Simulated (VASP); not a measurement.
A run of VASP 6.6.1 is set up as follows.

File INCAR:

```
SYSTEM = Si8C6N
PREC = Accurate ; ENCUT = 520
EDIFF = 1E-6 ; ISMEAR = 0
SIGMA = 0.02 ; LREAL = Auto
LASPH = .True. ; NELM = 60
ALGO = Normal ; ISIF = 2
LWAVE = .False. ; LCHARG = .True.
GGA = PS ; LELF = .True.
LVHAR = .True. ; NBANDS = 44
NELECT = 60.0
```

File KPOINTS:

```
regular mesh
0
Gamma
  2 3 3
  0 0 0
```

Contents of POSCAR:

```
Si8C6N
1.0
   -3.0760000000     -5.3277880000      0.0000000000
    4.6140000000     -2.6638940000      0.0000000000
    0.0000000000      0.0000000000      5.0480000000
Si C N
8 6 1
Direct
    0.4984151238      0.3273948840      0.0028961457
    0.5023049689      0.6659847220      0.5030988373
    0.2491950100      0.8306692670      0.0061845158
    0.2518420225      0.1722533250      0.5082468292
    0.0021752785      0.3291379220      0.0052305599
   -0.0011037538      0.6773500905      0.5100616913
    0.7458156230      0.8271378377     -0.0005454594
    0.7573564978      0.1663876704      0.5060951263
    0.5024791751      0.3265607790      0.3783474348
    0.4932668293      0.6613926559      0.8813939722
    0.2497457817      0.1598575710      0.8808646547
    0.0043758949      0.3379955586      0.3804993095
    0.0022198437      0.6638194826      0.8883975890
    0.7506134934      0.1614087400      0.8828293029
    0.2518785112      0.8403568940      0.3790575909
```

Potentials or basis: VASP PAW PBE potentials, release 64 (Si, C, N).

The run is started by

```sh
$ cat potpaw_PBE.64/Si/POTCAR potpaw_PBE.64/C/POTCAR potpaw_PBE.64/N/POTCAR > POTCAR
$ mpirun -np 1 vasp_std > vasp.out
```

What does it give for the largest force?

0.022 eV/Å.

Forces in eV/Å, atoms in the order of the input:
```
Si  -0.002 -0.004 -0.001
Si  -0.001 -0.009  0.002
Si   0.006 -0.005  0.000
Si   0.004 -0.002  0.007
Si  -0.001  0.004 -0.002
Si   0.006  0.004  0.001
Si  -0.011  0.008  0.017
Si  -0.008  0.005  0.005
C   -0.009  0.004 -0.012
C    0.005  0.011 -0.001
C   -0.005  0.005 -0.006
C   -0.001 -0.003 -0.011
C   -0.004 -0.004 -0.002
C    0.015 -0.009  0.002
N    0.005 -0.004  0.000
```

Caveat: the k points lie up to 0.51 Å⁻¹ apart; the cell carries a net charge on a neutralising background, which shifts energy and pressure; the PAW data sets were made with another functional, which shifts forces and pressure a little.
